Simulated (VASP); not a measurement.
# KCdCO3F (P-6m2) in VASP: further runs

The runs below take KCdCO3F through electric field gradients, with PBE, r2SCAN.

Everything below comes from runs of VASP 6.6.1. Logs are shortened: lines on timing, memory, paths and dates and some standing lists are left out, and cuts for length are marked.

## 1. The cell of the first run

It takes space group P-6m2 (No. 187, hexagonal). Conventional cell: a = 5.132 Å, b = 5.132 Å, c = 4.432 Å, α = 90.00°, β = 90.00°, γ = 120.00°. Within 3.8 Å of K (site symmetry -6m2) lie 6 O at 2.80 Å and 3 F at 2.96 Å and 6 Cd at 3.70 Å and 6 C at 3.70 Å. Cd (site symmetry -6m2) has 2 F at 2.22 Å and 6 O at 2.58 Å and 3 C at 2.96 Å within 3.0 Å. Within 1.7 Å of C (site symmetry -6m2) lie 3 O at 1.25 Å. Within 1.7 Å of O (site symmetry mm2) lie 1 C at 1.25 Å. Within 3.0 Å of F (site symmetry -6m2) lie 2 Cd at 2.22 Å and 3 K at 2.96 Å.

## 2. Electric field gradients, PBE

The input, INCAR:

```
PREC = Accurate ; ENCUT = 520
EDIFF = 1E-8 ; ISMEAR = -1
SIGMA = 0.02 ; LREAL = F
LASPH = T ; NELM = 100
ALGO = Normal ; ISIF = 2
LWAVE = F ; LCHARG = F
GGA = PE ; LEFG = T
NBANDS = 34
```

The input, KPOINTS:

```
regular mesh
0
Gamma
  5 5 5
```

The input, POSCAR:

```
KCdCO3F
1.0
    5.1324000000      0.0000000000      0.0000000000
   -2.5662000000      4.4447887824      0.0000000000
    0.0000000000      0.0000000000      4.4324000000
K Cd C O F
1 1 1 3 1
Direct
    0.0000000000      0.0000000000      0.0000000000
    0.6666666667      0.3333333333      0.5000000000
    0.3333333333      0.6666666667      0.5000000000
    0.1925000000      0.3850000000      0.5000000000
    0.1925000000      0.8075000000      0.5000000000
    0.6150000000      0.8075000000      0.5000000000
    0.6666666667      0.3333333333      0.0000000000
```

Potentials or basis: VASP PAW PBE potentials, release 64 (K_sv, Cd, C, O, F).

Launch:

```
$ cat potpaw_PBE.64/K_sv/POTCAR potpaw_PBE.64/Cd/POTCAR potpaw_PBE.64/C/POTCAR potpaw_PBE.64/O/POTCAR potpaw_PBE.64/F/POTCAR > POTCAR
$ mpirun -np 1 vasp_std > vasp.out
```

OUTCAR:

```text
PREC = Accurate
   ENCUT = 520
   EDIFF = 1E-8
   ISMEAR = -1
   LREAL = F
   LASPH = T
   NELM = 100
   ISIF = 2
   GGA = PE

 ion  position               nearest neighbor table
   1  0.000  0.000  0.000-   6 2.80   6 2.80   5 2.80   5 2.80   4 2.80   4 2.80   2 3.70   2 3.70
                             2 3.70   2 3.70   2 3.70   2 3.70
   2  0.667  0.333  0.500-   7 2.22   7 2.22   4 2.58   6 2.58   5 2.58   5 2.58   4 2.58   6 2.58
                             1 3.70   1 3.70   1 3.70   1 3.70   1 3.70   1 3.70
   3  0.333  0.667  0.500-   5 1.25   6 1.25   4 1.25
   4  0.193  0.385  0.500-   3 1.25   2 2.58   2 2.58   1 2.80   1 2.80
   5  0.193  0.807  0.500-   3 1.25   2 2.58   2 2.58   1 2.80   1 2.80
   6  0.615  0.807  0.500-   3 1.25   2 2.58   2 2.58   1 2.80   1 2.80
   7  0.667  0.333  0.000-   2 2.22   2 2.22

  LATTYP: Found a hexagonal cell.
 ALAT       =     5.1324000000
 C/A-ratio  =     0.8636115657

  Lattice vectors:

 A1 = (   5.1324000000,   0.0000000000,   0.0000000000)
 A2 = (  -2.5662000000,   4.4447887824,   0.0000000000)
 A3 = (   0.0000000000,   0.0000000000,   4.4324000000)

Analysis of symmetry for initial positions (statically):
=====================================================================
 Subroutine PRICEL returns:
 Original cell was already a primitive cell.

 Routine SETGRP: Setting up the symmetry group for a
 hexagonal supercell.

 Subroutine GETGRP returns: Found 12 space group operations
 (whereof 12 operations were pure point group operations)
 out of a pool of 24 trial point group operations.

The static configuration has the point symmetry D_3h.

Analysis of symmetry for dynamics (positions and initial velocities):
=====================================================================
 Subroutine PRICEL returns:
 Original cell was already a primitive cell.

 Routine SETGRP: Setting up the symmetry group for a
 hexagonal supercell.

 Subroutine GETGRP returns: Found 12 space group operations
 (whereof 12 operations were pure point group operations)
 out of a pool of 24 trial point group operations.

The dynamic configuration has the point symmetry D_3h.

 Subroutine INISYM returns: Found 12 space group operations
 (whereof 12 operations are pure point group operations),
 and found     1 'primitive' translations

----------------------------------------------------------------------------------------

                                     Primitive cell

  volume of cell :     101.1138

  direct lattice vectors                    reciprocal lattice vectors
     5.132400000  0.000000000  0.000000000     0.194840620  0.112491285  0.000000000
    -2.566200000  4.444788782  0.000000000     0.000000000  0.224982569  0.000000000
     0.000000000  0.000000000  4.432400000     0.000000000  0.000000000  0.225611407

  length of vectors
     5.132400000  5.132400000  4.432400000     0.224982569  0.224982569  0.225611407

  position of ions in fractional coordinates (direct lattice)
     0.000000000  0.000000000  0.000000000
     0.666666667  0.333333333  0.500000000
     0.333333333  0.666666667  0.500000000
     0.192500000  0.385000000  0.500000000
     0.192500000  0.807500000  0.500000000
     0.615000000  0.807500000  0.500000000
     0.666666667  0.333333333  0.000000000

  ion indices of the primitive-cell ions
   primitive index   ion index
                 1           1
                 2           2
                 3           3
                 4           4
                 5           5
                 6           6
                 7           7

----------------------------------------------------------------------------------------

 KPOINTS: regular mesh

Automatic generation of k-mesh.
 Grid dimensions read from file:
 generate k-points for:    5    5    5

 Generating k-lattice:

  Cartesian coordinates                     Fractional coordinates (reciprocal lattice)
     0.038968124  0.022498257  0.000000000     0.200000000 -0.000000000  0.000000000
     0.000000000  0.044996514  0.000000000     0.000000000  0.200000000  0.000000000
     0.000000000  0.000000000  0.045122281     0.000000000  0.000000000  0.200000000

  Length of vectors
     0.044996514  0.044996514  0.045122281

  Shift w.r.t. Gamma in fractional coordinates (k-lattice)
     0.000000000  0.000000000  0.000000000

 Subroutine IBZKPT returns following result:
 ===========================================

 Found     15 irreducible k-points:

 Following reciprocal coordinates:
            Coordinates               Weight
  0.000000  0.000000  0.000000      1.000000
  0.200000 -0.000000  0.000000      6.000000
  0.400000 -0.000000  0.000000      6.000000
  0.200000  0.200000  0.000000      6.000000
  0.400000  0.200000  0.000000      6.000000
  0.000000  0.000000  0.200000      2.000000
  0.200000 -0.000000  0.200000     12.000000
  0.400000 -0.000000  0.200000     12.000000
  0.200000  0.200000  0.200000     12.000000
  0.400000  0.200000  0.200000     12.000000
  0.000000  0.000000  0.400000      2.000000
  0.200000 -0.000000  0.400000     12.000000
  0.400000 -0.000000  0.400000     12.000000
  0.200000  0.200000  0.400000     12.000000
  0.400000  0.200000  0.400000     12.000000
   k-points           NKPTS =     15   k-points in BZ     NKDIM =     15   number of bands    NBANDS=     34
   number of dos      NEDOS =    301   number of ions     NIONS =      7
   total plane-waves  NPLWV =  57600
   dimension x,y,z NGX =    40 NGY =   40 NGZ =   36
   dimension x,y,z NGXF=    80 NGYF=   80 NGZF=   72
   ions per type =               1   1   1   3   1
   NGX,Y,Z   is equivalent  to a cutoff of  12.96, 12.96, 13.50 a.u.
   NGXF,Y,Z  is equivalent  to a cutoff of  25.91, 25.91, 27.01 a.u.
 SYSTEM =  unknown system
   PREC   = accura    normal or accurate (medium, high low for compatibility)
   ISTART =      0    job   : 0-new  1-cont  2-samecut
   ICHARG =      2    charge: 1-file 2-atom 10-const
   ISPIN  =      1    spin polarized calculation?
   LNONCOLLINEAR =      F non collinear calculations
   LSORBIT =      F    spin-orbit coupling
   LASPH  =      T    aspherical Exc in radial PAW
   ENCUT  =  520.0 eV  38.22 Ry    6.18 a.u.   9.54  9.54  8.24*2*pi/ulx,y,z
   NELM   =    100;   NELMIN=  2; NELMDL= -5     # of ELM steps
   EDIFF  = 0.1E-07   stopping-criterion for ELM
   LREAL  =      F    real-space projection
   EDIFFG = 0.1E-06   stopping-criterion for IOM
   NSW    =      0    number of steps for IOM
   IBRION =     -1    ionic relax: 0-MD 1-quasi-New 2-CG
   NFREE  =      0    steps in history (QN), initial steepest desc. (CG)
   ISIF   =      2    stress and relaxation
   ISYM   =      2    0-nonsym 1-usesym 2-fastsym
   POTIM  = 0.5000    time-step for ionic-motion
   TEBEG  =    0.0;   TEEND  =   0.0 temperature during run
   PSTRESS=    0.0 pullay stress
   NELECT =      50.0000    total number of electrons
   NUPDOWN=      -1.0000    fix difference up-down
   EMIN   =  10.00;   EMAX   =-10.00  energy-range for DOS
   EFERMI =   0.00;   METHOD = LEGACY
   ISMEAR =    -1;   SIGMA  =   0.02  broadening in eV -4-tet -1-fermi 0-gaus
   EFERMI_NEDOS =   21; number of points for ismear=-14 and -15
   IALGO  =     38    algorithm
   IMIX   =      4    mixing-type and parameters
     AMIX     =   0.40;   BMIX     =  1.00
     AMIX_MAG =   1.60;   BMIX_MAG =  1.00
  volume/ion in A,a.u.               =      14.44        97.48
  Fermi-wavevector in a.u.,A,eV,Ry     =   1.294577  2.446396 22.802416  1.675930
  Thomas-Fermi vector in A             =   2.426151
   LORBIT       =      0    0 simple, 1 ext, 2 COOP (PROOUT), +10 PAW based schemes
   GGA     = PE    functional components
   LHFCALC =     F    Hartree Fock is set to
   AEXX    =    0.0000 exact exchange contribution
   IVDW    =     0    specifies the selected vdW correction
   LEPSILON=     F    determine dielectric tensor
   LRPA    =     F    only Hartree local field effects (RPA)
 non-spin polarized calculation
  energy-cutoff  :      520.00
  volume of cell :      101.11
 maximum number of plane-waves:      2801
 NGX is ok and might be reduce to    40
   NGX = 19   NGY = 19   NGZ = 17

 number of electron      49.9999993 magnetization

 Free energy of the ion-electron system (eV)
  ---------------------------------------------------
  ext. energy  EPLUGINS =         0.00000000
  ---------------------------------------------------
  free energy    TOTEN  =       -39.59455180 eV

  energy without entropy =      -39.59455180  energy(sigma->0) =      -39.59455180

 E-fermi :   0.6787     XC(G=0):  -9.2540

 val. band max:        0.1350818911   @ k =   0.0000   0.0000   0.4000
 cond. band min:       1.8227340150   @ k =   0.0000   0.0000   0.0000
 fundamental gap:      1.6876521239
 Fermi energy:         0.6787088098

 k-point     1 :       0.0000    0.0000    0.0000
  band No.  band energies     occupation
      1     -27.8007      2.00000
      2     -22.4009      2.00000
      3     -21.8189      2.00000
      4     -18.8710      2.00000
      5     -18.8710      2.00000
      6     -11.3547      2.00000
[... 26 lines left out ...]
     33      10.3138      0.00000
     34      10.8795      0.00000

 k-point     2 :       0.2000   -0.0000    0.0000
  band No.  band energies     occupation
      1     -27.7996      2.00000
      2     -22.3872      2.00000
      3     -21.8234      2.00000
      4     -18.8958      2.00000
      5     -18.8700      2.00000
      6     -11.3583      2.00000
[... 473 lines left out ...]
 k-point    15 :       0.4000    0.2000    0.4000
  band No.  band energies     occupation
      1     -27.7915      2.00000
      2     -22.3500      2.00000
      3     -21.7627      2.00000
      4     -18.9584      2.00000
      5     -18.8714      2.00000
      6     -11.3941      2.00000
[... 26 lines left out ...]
     33      10.4889      0.00000
     34      10.8329      0.00000

------------------------ aborting loop because EDIFF is reached ----------------------------------------

  FORCE on cell =-STRESS in cart. coord.  units (eV):
  Direction    XX          YY          ZZ          XY          YZ          ZX
  --------------------------------------------------------------------------------------
  -------------------------------------------------------------------------------------
  Total        6.1813901      6.1813901      0.8377861     -0.0000000     -0.0000000     -0.0000000
  in kB       97.9458777     97.9458777     13.2749586     -0.0000000     -0.0000000     -0.0000000
  external PRESSURE =      69.7222380 kB  Pullay stress =       0.0000000 kB

 VOLUME and BASIS-vectors are now :
 -----------------------------------------------------------------------------
  energy-cutoff  :      520.00
  volume of cell :      101.11
      direct lattice vectors                 reciprocal lattice vectors
     5.132400000  0.000000000  0.000000000     0.194840620  0.112491285  0.000000000
    -2.566200000  4.444788782  0.000000000     0.000000000  0.224982569  0.000000000
     0.000000000  0.000000000  4.432400000     0.000000000  0.000000000  0.225611407

 POSITION                                       TOTAL-FORCE (eV/Angst)
 -----------------------------------------------------------------------------------
      0.00000      0.00000      0.00000         0.000000      0.000000      0.000000
      2.56620      1.48160      2.21620         0.000000      0.000000      0.000000
     -0.00000      2.96319      2.21620         0.000000      0.000000      0.000000
      0.00000      1.71124      2.21620         0.000000     -3.448653      0.000000
     -1.08422      3.58917      2.21620        -2.986621      1.724327     -0.000000
      1.08422      3.58917      2.21620         2.986621      1.724327     -0.000000
      2.56620      1.48160      0.00000         0.000000      0.000000      0.000000
 -----------------------------------------------------------------------------------
    total drift:                                0.000006     -0.000003      0.000000

  FREE ENERGIE OF THE ION-ELECTRON SYSTEM (eV)
  ---------------------------------------------------
  free  energy   TOTEN  =       -39.5945517973 eV

  energy  without entropy=      -39.5945517973  energy(sigma->0) =      -39.59455180

 Electric field gradients (V/A^2)
---------------------------------------------------------------------
 ion       V_xx      V_yy      V_zz      V_xy      V_xz      V_yz
---------------------------------------------------------------------
   1      11.995    11.996   -23.991     0.000    -0.000     0.000
   2      21.583    21.582   -43.165    -0.001    -0.000    -0.000
   3     -19.292   -19.292    38.583    -0.000     0.000     0.000
   4     -76.482    93.850   -17.367    -0.002     0.000     0.000
   5      51.268   -33.900   -17.368   -73.757     0.000     0.000
   6      51.268   -33.901   -17.367    73.755     0.000    -0.000
   7     -54.404   -54.407   108.810    -0.003     0.000     0.000
---------------------------------------------------------------------

 Electric field gradients after diagonalization (V/A^2)
 (convention: |V_zz| > |V_xx| > |V_yy|)
----------------------------------------------------------------------
 ion       V_xx      V_yy      V_zz     asymmetry (V_yy - V_xx)/ V_zz
----------------------------------------------------------------------
   1      11.996    11.995   -23.991       0.000
   2      21.583    21.582   -43.165       0.000
   3     -19.292   -19.292    38.583       0.000
   4     -76.482   -17.367    93.850       0.630
   5     -76.484   -17.368    93.851       0.630
   6     -76.482   -17.367    93.850       0.630
   7     -54.408   -54.402   108.810       0.000
----------------------------------------------------------------------

           NMR quadrupolar parameters

 Cq : quadrupolar parameter    Cq=e*Q*V_zz/h
 eta: asymmetry parameters     (V_yy - V_xx)/ V_zz
 Q  : nuclear electric quadrupole moment in mb (millibarn)
----------------------------------------------------------------------
 ion       Cq(MHz)       eta       Q (mb)
----------------------------------------------------------------------
   1      -0.058       0.000       1.000
   2      -0.104       0.000       1.000
   3       0.093       0.000       1.000
   4       0.227       0.630       1.000
   5       0.227       0.630       1.000
   6       0.227       0.630       1.000
   7       0.263       0.000       1.000
----------------------------------------------------------------------
```

It took 45 s on 1 thread of Intel Xeon Platinum 8488C (Sapphire Rapids), shared host; peak memory 0.26 GiB.

Results:

```yaml
Free_energy: -39.5946 eV
Pressure: 7.0 GPa
Largest_force: 3.449 eV/Å
Band_gap_on_the_k_mesh: 1.69 eV
Largest_electric_field_gradient_by_atom: K -24.0; Cd -43.2; C +38.6; O +93.8, +93.9 (each value once); F +108.8 V/Å²
```

Forces in eV/Å, atoms in the order of the input:
```
K    0.000  0.000  0.000
Cd   0.000  0.000  0.000
C    0.000  0.000  0.000
O    0.000 -3.449  0.000
O   -2.987  1.724  0.000
O    2.987  1.724  0.000
F    0.000  0.000  0.000
```

Electric field gradients, principal values (V/Å²):
```tsv
atom	least	middle	greatest (by size)
1 K	11.995	11.996	-23.991
2 Cd	21.582	21.583	-43.165
3 C	-19.292	-19.292	38.583
4 O	-17.367	-76.482	93.850
5 O	-17.368	-76.484	93.851
6 O	-17.367	-76.482	93.850
7 F	-54.402	-54.408	108.810
```

Caveat: the cell stands under pressure; without QUAD_EFG the Cq values of the log hold for a quadrupole moment of 1 mb, not for the nuclei; forces of over 1 eV/Å act on the atoms, so gaps and moduli don't describe the material at rest.

(Part 1 of 2 ends here.)
